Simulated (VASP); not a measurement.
# SrPb2 (Fd-3m) in VASP: notebook

The runs below take SrPb2 through single point, relaxation of cell and atoms, with PBE.

Everything below comes from runs of VASP 6.6.1. Logs are shortened: lines on timing, memory, paths and dates and some standing lists are left out, and cuts for length are marked.

## Step 1: The cell of the first run

The structure is cubic, space group Fd-3m (No. 227). Conventional cell: a = 9.129 Å, b = 9.129 Å, c = 9.129 Å, α = 90.00°, β = 90.00°, γ = 90.00°. Sr (site symmetry -43m) has 12 Pb at 3.78 Å and 4 Sr at 3.95 Å within 5.0 Å. Pb (site symmetry -3m) has 6 Pb at 3.23 Å and 6 Sr at 3.78 Å within 4.2 Å.

## Step 2: Single point, PBE

File INCAR:

```
SYSTEM = SrPb2
PREC = Accurate
ENCUT = 520
EDIFF = 1E-7
ISMEAR = 0
SIGMA = 0.1
LREAL = .False.
LASPH = .True.
NELM = 80
ALGO = Normal
ISIF = 2
LWAVE = .False.
LCHARG = .False.
GGA = PE
NBANDS = 47
```

File KPOINTS:

```
regular mesh
0
Gamma
  4 4 4
  0 0 0
```

File POSCAR:

```
SrPb2
1.0
    0.0000000000      4.5645940613      4.5645940613
    4.5645940613      0.0000000000      4.5645940613
    4.5645940613      4.5645940613      0.0000000000
Sr Pb
2 4
Direct
    0.0000000000      0.0000000000      0.0000000000
    0.2500000000      0.2500000000      0.2500000000
    0.6250000000      0.6250000000      0.6250000000
    0.1250000000      0.6250000000      0.6250000000
    0.6250000000      0.6250000000      0.1250000000
    0.6250000000      0.1250000000      0.6250000000
```

Potentials or basis: VASP PAW PBE potentials, release 64 (Sr_sv, Pb_d).

Started as:

```console
$ cat potpaw_PBE.64/Sr_sv/POTCAR potpaw_PBE.64/Pb_d/POTCAR > POTCAR
$ mpirun -np 1 vasp_std > vasp.out
```

OUTCAR:

```text
SYSTEM = SrPb2
   PREC = Accurate
   ENCUT = 520
   EDIFF = 1E-7
   ISMEAR = 0
   LREAL = .False.
   LASPH = .True.
   NELM = 80
   ISIF = 2
   GGA = PE

 ion  position               nearest neighbor table
   1  0.000  0.000  0.000-   5 3.78   6 3.78   4 3.78   5 3.78   4 3.78   6 3.78   3 3.78   3 3.78
                             3 3.78   4 3.78   5 3.78   6 3.78   2 3.95   2 3.95   2 3.95   2 3.95
   2  0.250  0.250  0.250-   4 3.78   6 3.78   4 3.78   5 3.78   5 3.78   6 3.78   3 3.78   6 3.78
                             3 3.78   3 3.78   4 3.78   5 3.78   1 3.95   1 3.95   1 3.95   1 3.95
   3  0.625  0.625  0.625-   4 3.23   5 3.23   6 3.23   5 3.23   6 3.23   4 3.23   1 3.78   2 3.78
                             1 3.78   2 3.78   1 3.78   2 3.78
   4  0.125  0.625  0.625-   3 3.23   5 3.23   6 3.23   3 3.23   5 3.23   6 3.23   2 3.78   1 3.78
                             2 3.78   1 3.78   1 3.78   2 3.78
   5  0.625  0.625  0.125-   3 3.23   3 3.23   4 3.23   6 3.23   6 3.23   4 3.23   1 3.78   2 3.78
                             1 3.78   2 3.78   1 3.78   2 3.78
   6  0.625  0.125  0.625-   3 3.23   5 3.23   3 3.23   4 3.23   5 3.23   4 3.23   1 3.78   2 3.78
                             1 3.78   2 3.78   1 3.78   2 3.78

  LATTYP: Found a face centered cubic cell.
 ALAT       =     9.1291881226

  Lattice vectors:

 A1 = (   0.0000000000,   4.5645940613,   4.5645940613)
 A2 = (   4.5645940613,   0.0000000000,   4.5645940613)
 A3 = (   4.5645940613,   4.5645940613,   0.0000000000)

Analysis of symmetry for initial positions (statically):
=====================================================================
 Subroutine PRICEL returns:
 Original cell was already a primitive cell.

 Routine SETGRP: Setting up the symmetry group for a
 face centered cubic supercell.

 Subroutine GETGRP returns: Found 48 space group operations
 (whereof 24 operations were pure point group operations)
 out of a pool of 48 trial point group operations.

The static configuration has the point symmetry T_d .
 The point group associated with its full space group is O_h .

Analysis of symmetry for dynamics (positions and initial velocities):
=====================================================================
 Subroutine PRICEL returns:
 Original cell was already a primitive cell.

 Routine SETGRP: Setting up the symmetry group for a
 face centered cubic supercell.

 Subroutine GETGRP returns: Found 48 space group operations
 (whereof 24 operations were pure point group operations)
 out of a pool of 48 trial point group operations.

The dynamic configuration has the point symmetry T_d .
 The point group associated with its full space group is O_h .

 Subroutine INISYM returns: Found 48 space group operations
 (whereof 24 operations are pure point group operations),
 and found     1 'primitive' translations

----------------------------------------------------------------------------------------

                                     Primitive cell

  volume of cell :     190.2114

  direct lattice vectors                    reciprocal lattice vectors
     0.000000000  4.564594061  4.564594061    -0.109538766  0.109538766  0.109538766
     4.564594061  0.000000000  4.564594061     0.109538766 -0.109538766  0.109538766
     4.564594061  4.564594061  0.000000000     0.109538766  0.109538766 -0.109538766

  length of vectors
     6.455310828  6.455310828  6.455310828     0.189726708  0.189726708  0.189726708

  position of ions in fractional coordinates (direct lattice)
     0.000000000  0.000000000  0.000000000
     0.250000000  0.250000000  0.250000000
     0.625000000  0.625000000  0.625000000
     0.125000000  0.625000000  0.625000000
     0.625000000  0.625000000  0.125000000
     0.625000000  0.125000000  0.625000000

  ion indices of the primitive-cell ions
   primitive index   ion index
                 1           1
                 2           2
                 3           3
                 4           4
                 5           5
                 6           6

----------------------------------------------------------------------------------------

 KPOINTS: regular mesh

Automatic generation of k-mesh.
 Grid dimensions read from file:
 generate k-points for:    4    4    4

 Generating k-lattice:

  Cartesian coordinates                     Fractional coordinates (reciprocal lattice)
    -0.027384691  0.027384691  0.027384691     0.250000000  0.000000000  0.000000000
     0.027384691 -0.027384691  0.027384691     0.000000000  0.250000000  0.000000000
     0.027384691  0.027384691 -0.027384691     0.000000000  0.000000000  0.250000000

  Length of vectors
     0.047431677  0.047431677  0.047431677

  Shift w.r.t. Gamma in fractional coordinates (k-lattice)
     0.000000000  0.000000000  0.000000000

 Subroutine IBZKPT returns following result:
 ===========================================

 Found      8 irreducible k-points:

 Following reciprocal coordinates:
            Coordinates               Weight
  0.000000  0.000000  0.000000      1.000000
  0.250000  0.000000  0.000000      8.000000
  0.500000  0.000000  0.000000      4.000000
  0.250000  0.250000  0.000000      6.000000
  0.500000  0.250000  0.000000     24.000000
 -0.250000  0.250000  0.000000     12.000000
  0.500000  0.500000  0.000000      3.000000
 -0.250000  0.500000  0.250000      6.000000
   k-points           NKPTS =      8   k-points in BZ     NKDIM =      8   number of bands    NBANDS=     47
   number of dos      NEDOS =    301   number of ions     NIONS =      6
   total plane-waves  NPLWV = 110592
   dimension x,y,z NGX =    48 NGY =   48 NGZ =   48
   dimension x,y,z NGXF=    96 NGYF=   96 NGZF=   96
   ions per type =               2   4
   NGX,Y,Z   is equivalent  to a cutoff of  12.36, 12.36, 12.36 a.u.
   NGXF,Y,Z  is equivalent  to a cutoff of  24.72, 24.72, 24.72 a.u.
 SYSTEM =  SrPb2
   PREC   = accura    normal or accurate (medium, high low for compatibility)
   ISTART =      0    job   : 0-new  1-cont  2-samecut
   ICHARG =      2    charge: 1-file 2-atom 10-const
   ISPIN  =      1    spin polarized calculation?
   LNONCOLLINEAR =      F non collinear calculations
   LSORBIT =      F    spin-orbit coupling
   LASPH  =      T    aspherical Exc in radial PAW
   ENCUT  =  520.0 eV  38.22 Ry    6.18 a.u.  12.00 12.00 12.00*2*pi/ulx,y,z
   NELM   =     80;   NELMIN=  2; NELMDL= -5     # of ELM steps
   EDIFF  = 0.1E-06   stopping-criterion for ELM
   LREAL  =      F    real-space projection
   EDIFFG = 0.1E-05   stopping-criterion for IOM
   NSW    =      0    number of steps for IOM
   IBRION =     -1    ionic relax: 0-MD 1-quasi-New 2-CG
   NFREE  =      0    steps in history (QN), initial steepest desc. (CG)
   ISIF   =      2    stress and relaxation
   ISYM   =      2    0-nonsym 1-usesym 2-fastsym
   POTIM  = 0.5000    time-step for ionic-motion
   TEBEG  =    0.0;   TEEND  =   0.0 temperature during run
   PSTRESS=    0.0 pullay stress
   NELECT =      76.0000    total number of electrons
   NUPDOWN=      -1.0000    fix difference up-down
   EMIN   =  10.00;   EMAX   =-10.00  energy-range for DOS
   EFERMI =   0.00;   METHOD = LEGACY
   ISMEAR =     0;   SIGMA  =   0.10  broadening in eV -4-tet -1-fermi 0-gaus
   EFERMI_NEDOS =   21; number of points for ismear=-14 and -15
   IALGO  =     38    algorithm
   IMIX   =      4    mixing-type and parameters
     AMIX     =   0.40;   BMIX     =  1.00
     AMIX_MAG =   1.60;   BMIX_MAG =  1.00
  volume/ion in A,a.u.               =      31.70       213.93
  Fermi-wavevector in a.u.,A,eV,Ry     =   1.205778  2.278589 19.781504  1.453900
  Thomas-Fermi vector in A             =   2.341464
   LORBIT       =      0    0 simple, 1 ext, 2 COOP (PROOUT), +10 PAW based schemes
   GGA     = PE    functional components
   LHFCALC =     F    Hartree Fock is set to
   AEXX    =    0.0000 exact exchange contribution
   IVDW    =     0    specifies the selected vdW correction
   LEPSILON=     F    determine dielectric tensor
   LRPA    =     F    only Hartree local field effects (RPA)
 non-spin polarized calculation
 Gauss-broadening in eV      SIGMA  =   0.10
  energy-cutoff  :      520.00
  volume of cell :      190.21
 maximum number of plane-waves:      5124
   NGX = 25   NGY = 25   NGZ = 25

 number of electron      76.0000013 magnetization

 Free energy of the ion-electron system (eV)
  ---------------------------------------------------
  ext. energy  EPLUGINS =         0.00000000
  ---------------------------------------------------
  free energy    TOTEN  =       -18.94911897 eV

  energy without entropy =      -18.88454508  energy(sigma->0) =      -18.91683202

 E-fermi :   5.9627     XC(G=0):  -9.6580

 val. band max:        5.9385500120   @ k =   0.5000   0.5000   0.0000
 cond. band min:       5.9750904052   @ k =   0.5000   0.5000   0.0000
 fundamental gap:      0.0365403932
 Fermi energy:         5.9627334251

 k-point     1 :       0.0000    0.0000    0.0000
  band No.  band energies     occupation
      1     -30.2617      2.00000
      2     -30.2351      2.00000
      3     -12.3498      2.00000
      4     -12.3498      2.00000
      5     -12.3498      2.00000
      6     -12.2159      2.00000
[... 39 lines left out ...]
     46      10.2274      0.00000
     47      10.2275      0.00000

 k-point     2 :       0.2500    0.0000    0.0000
  band No.  band energies     occupation
      1     -30.2589      2.00000
      2     -30.2379      2.00000
      3     -12.3506      2.00000
      4     -12.3506      2.00000
      5     -12.3402      2.00000
      6     -12.2263      2.00000
[... 39 lines left out ...]
     46      10.0460      0.00000
     47      10.0466      0.00000

 k-point     3 :       0.5000    0.0000    0.0000
  band No.  band energies     occupation
      1     -30.2550      2.00000
      2     -30.2418      2.00000
      3     -12.3512      2.00000
      4     -12.3512      2.00000
      5     -12.3463      2.00000
      6     -12.2186      2.00000
[... 239 lines left out ...]
     46       9.0964      0.00000
     47       9.9156      0.00000

 k-point     8 :      -0.2500    0.5000    0.2500
  band No.  band energies     occupation
      1     -30.2484      2.00000
      2     -30.2484      2.00000
      3     -12.3679      2.00000
      4     -12.3679      2.00000
      5     -12.2805      2.00000
      6     -12.2805      2.00000
[... 39 lines left out ...]
     46       9.0968      0.00000
     47       9.3902      0.00000

------------------------ aborting loop because EDIFF is reached ----------------------------------------

  FORCE on cell =-STRESS in cart. coord.  units (eV):
  Direction    XX          YY          ZZ          XY          YZ          ZX
  --------------------------------------------------------------------------------------
  -------------------------------------------------------------------------------------
  Total        5.6145706      5.6145706      5.6145706     -0.0000000     -0.0000000      0.0000000
  in kB       47.2923237     47.2923237     47.2923237     -0.0000000     -0.0000000      0.0000000
  external PRESSURE =      47.2923237 kB  Pullay stress =       0.0000000 kB

 VOLUME and BASIS-vectors are now :
 -----------------------------------------------------------------------------
  energy-cutoff  :      520.00
  volume of cell :      190.21
      direct lattice vectors                 reciprocal lattice vectors
     0.000000000  4.564594061  4.564594061    -0.109538766  0.109538766  0.109538766
     4.564594061  0.000000000  4.564594061     0.109538766 -0.109538766  0.109538766
     4.564594061  4.564594061  0.000000000     0.109538766  0.109538766 -0.109538766

 POSITION                                       TOTAL-FORCE (eV/Angst)
 -----------------------------------------------------------------------------------
      0.00000      0.00000      0.00000        -0.000000     -0.000000     -0.000000
      2.28230      2.28230      2.28230         0.000000      0.000000      0.000000
      5.70574      5.70574      5.70574        -0.000000      0.000000      0.000000
      5.70574      3.42345      3.42345         0.000000     -0.000000      0.000000
      3.42345      3.42345      5.70574        -0.000000     -0.000000      0.000000
      3.42345      5.70574      3.42345         0.000000     -0.000000     -0.000000
 -----------------------------------------------------------------------------------
    total drift:                                0.000000      0.000000      0.000000

  FREE ENERGIE OF THE ION-ELECTRON SYSTEM (eV)
  ---------------------------------------------------
  free  energy   TOTEN  =       -18.9491189671 eV

  energy  without entropy=      -18.8845450778  energy(sigma->0) =      -18.91683202
```

Wall time 100 s (1 thread of Intel Xeon 8259CL, shared host); peak memory 0.34 GiB.

Results:

* Free energy: -18.9491 eV
* Pressure: 4.7 GPa
* Band gap on the k mesh: zero (bands 38 and 39 overlap by 0.10 eV)

Caveat: the cell stands under pressure; spin-orbit coupling is left out, which moves the levels of the heavy elements.

## Step 3: Single point, PBE

This run uses another cell than the first one, of 35.85 Å³/atom.

File INCAR:

```
PREC = Accurate
ENCUT = 520
EDIFF = 1E-6
ISMEAR = 0
SIGMA = 0.1
LREAL = False
LASPH = True
NELM = 100
ALGO = Normal
ISIF = 2
LWAVE = False
LCHARG = False
GGA = PE
NBANDS = 47
```

File KPOINTS:

```
Automatic mesh
0
Gamma
  4 4 4
```

POSCAR: that of step 2 with these lines changed.

```diff
@@ -2,5 +2,5 @@
 1.0
-    0.0000000000      4.5645940613      4.5645940613
-    4.5645940613      0.0000000000      4.5645940613
-    4.5645940613      4.5645940613      0.0000000000
+    0.0000000000      4.7557932446      4.7557932446
+    4.7557932446      0.0000000000      4.7557932446
+    4.7557932446      4.7557932446      0.0000000000
 Sr Pb
```

Potentials or basis: VASP PAW PBE potentials, release 64 (Sr_sv, Pb_d).

Started as:

```console
$ cat potpaw_PBE.64/Sr_sv/POTCAR potpaw_PBE.64/Pb_d/POTCAR > POTCAR
$ mpirun -np 1 vasp_std > vasp.out
```

Wall time 1.9 min (1 thread of Intel Xeon 8259CL, shared host); peak memory 0.37 GiB.

It converged, with:

```yaml
Free_energy: -19.3066 eV
Pressure: 0.1 GPa
Band_gap_on_the_k_mesh: zero (bands 38 and 39 overlap by 0.24 eV)
```

Levels at points of the mesh, in eV from the Fermi level:
```csv
k point,band 35,band 36,band 37,band 38,band 39,band 40,band 41,band 42
"(0.00, 0.00, 0.00)",-2.53,-2.53,-1.73,-1.73,-0.14,1.74,1.74,1.74
"(0.50, 0.00, 0.00)",-2.03,-0.64,-0.16,-0.16,-0.01,-0.01,0.47,1.23
"(0.50, 0.50, 0.00)",-0.22,-0.22,0.10,0.10,0.23,0.23,0.62,0.62
```

Caveat: spin-orbit coupling is left out, which moves the levels of the heavy elements.

## Step 4: Single point, PBE

This run uses another cell than the first one, of 35.09 Å³/atom.

File INCAR:

```
  PREC = Accurate
  ENCUT = 520
  EDIFF = 1E-6
  ISMEAR = 0
  SIGMA = 0.1
  LREAL = F
  LASPH = T
  NELM = 80
  ALGO = Fast
  ISIF = 2
  LWAVE = F
  LCHARG = T
  GGA = PE
  LELF = T
  LVHAR = T
  NBANDS = 47
```

File KPOINTS:

```
Automatic mesh
0
Gamma
  8 8 8
```

File POSCAR:

```
SrPb2
1.0
    0.0000000000      4.7217145388      4.7217145388
    4.7217145388      0.0000000000      4.7217145388
    4.7217145388      4.7217145388      0.0000000000
Sr Pb
2 4
Direct
    0.5000000000      0.5000000000      0.5000000000
    0.7500000000      0.7500000000      0.7500000000
    0.1250000000      0.1250000000      0.1250000000
    0.6250000000      0.1250000000      0.1250000000
    0.1250000000      0.1250000000      0.6250000000
    0.1250000000      0.6250000000      0.1250000000
```

Started as:

```console
$ cat potpaw_PBE.64/Sr_sv/POTCAR potpaw_PBE.64/Pb_d/POTCAR > POTCAR
$ mpirun -np 1 vasp_std > vasp.out
```

Wall time 18 min (1 thread of Intel Xeon 8259CL, shared host); peak memory 0.49 GiB.

Results (log left out):

```yaml
Free_energy: -19.7036 eV
Pressure: 0.0 GPa
Band_gap_on_the_k_mesh: zero (bands 38 and 39 overlap by 0.19 eV)
```

Levels at points of the mesh, in eV from the Fermi level:
```csv
k point,band 36,band 37,band 38,band 39,band 40,band 41
"(0.00, 0.00, 0.00)",-2.63,-1.83,-1.83,-0.15,1.71,1.71
"(0.50, 0.00, 0.00)",-0.63,-0.20,-0.20,-0.07,-0.07,0.42
"(0.50, 0.50, 0.00)",-0.23,0.04,0.04,0.23,0.23,0.59
```

Caveat: spin-orbit coupling is left out, which moves the levels of the heavy elements.

## Step 5: Relaxation of cell and atoms, PBE

File INCAR:

```
SYSTEM = SrPb2
ALGO = Normal ; EDIFF = 1E-6
EDIFFG = -0.04 ; ENCUT = 600
GGA = PE ; IBRION = 2
ISIF = 3 ; ISMEAR = 0
LASPH = .TRUE. ; LCHARG = .FALSE.
LREAL = .FALSE. ; LWAVE = .FALSE.
NELM = 60 ; NSW = 90
PREC = Accurate ; SIGMA = 0.1
```

File KPOINTS:

```
k-points
0
G
  4 4 4
  0 0 0
```

File POSCAR:

```
SrPb2
1.0
    0.0000000000      4.5645940613      4.5645940613
    4.5645940613      0.0000000000      4.5645940613
    4.5645940613      4.5645940613      0.0000000000
Sr Pb
2 4
Direct
    0.0000000000      0.0000000000      0.0000000000
    0.2500000000      0.2500000000      0.2500000000
    0.6250000000      0.6250000000      0.6250000000
    0.1250000000      0.6250000000      0.6250000000
    0.6250000000      0.6250000000      0.1250000000
    0.6250000000      0.1250000000      0.6250000000
```

Started as:

```console
$ cat potpaw_PBE.64/Sr_sv/POTCAR potpaw_PBE.64/Pb_d/POTCAR > POTCAR
$ mpirun -np 1 vasp_std > vasp.out
```

Run time: 7.4 min. Hardware: 1 thread of Intel Xeon 8259CL, shared host; peak memory 0.43 GiB.

It converged, with:

```yaml
Free_energy: -19.3025 eV
Relaxed_volume: 35.99 Å³/atom
Relaxed_cell: a = 6.734 Å, b = 6.734 Å, c = 6.734 Å, α = 60.00°, β = 60.00°, γ = 60.00°
Space_group_after_relaxing_to_0.1_Å: Fd-3m (No. 227)
Energy_gained_by_relaxing: 58.9 meV/atom
Ionic_steps: 3
Pressure_after_relaxing: 0.0 GPa
Band_gap_on_the_k_mesh: zero (bands 38 and 39 overlap by 0.25 eV)
```

Step by step:
| step | energy change (eV) | largest force (eV/Å) | pressure (GPa) | volume (Å³) |
| --- | --- | --- | --- | --- |
| 1 | 0.0000 | 0.0000 | 4.77 | 190.21 |
| 2 | -0.3522 | 0.0000 | -0.20 | 217.41 |
| 3 | -0.3532 | 0.0000 | -0.01 | 215.96 |

Final structure:
```
Sr Pb
1.0
     0.00000    4.76189    4.76189
     4.76189    0.00000    4.76189
     4.76189    4.76189    0.00000
Sr Pb
2 4
Direct
  0.00000 0.00000 0.00000
  0.25000 0.25000 0.25000
  0.62500 0.62500 0.62500
  0.12500 0.62500 0.62500
  0.62500 0.62500 0.12500
  0.62500 0.12500 0.62500
```

Levels at points of the mesh, in eV from the Fermi level:
```tsv
k point	band 34	band 35	band 36	band 37	band 38	band 39	band 40	band 41	band 42	band 43
(0.00, 0.00, 0.00)	-2.52	-2.52	-2.52	-1.72	-1.72	-0.15	1.74	1.74	1.74	3.85
(0.50, 0.00, 0.00)	-2.02	-2.02	-0.65	-0.16	-0.16	-0.01	-0.01	0.47	1.22	2.69
(0.50, 0.50, 0.00)	-2.94	-0.23	-0.23	0.10	0.10	0.22	0.22	0.62	0.62	1.57
```

Caveat: spin-orbit coupling is left out, which moves the levels of the heavy elements.

## Step 6: Overview

```csv
task,cell,k mesh,cutoff (eV),gap on the mesh (eV),pressure (GPa)
single point,"a = 6.455 Å, angles 60.0°, 6 atoms",4 × 4 × 4,520,none,4.7
single point,"a = 6.726 Å, angles 60.0°, 6 atoms",4 × 4 × 4,520,none,0.1
single point,"a = 6.678 Å, angles 60.0°, 6 atoms",8 × 8 × 8,520,none,0.0
relaxation of cell and atoms,"relaxed from a = 6.455 Å, angles 60.0°, 6 atoms",4 × 4 × 4,600,none,0.0
```

Alike in all rows: level PBE; potentials or basis VASP PAW PBE potentials, release 64 (Sr_sv, Pb_d); no spin polarisation; smearing gaussian 0.1 eV.

Caveats: spin-orbit coupling is left out, which moves the levels of the heavy elements; the cell stands under pressure (at least some runs).

Absolute energies hang on the potentials; compare differences alone.

The gap in the log of VASP goes by the Fermi energy; the results here count the filled bands.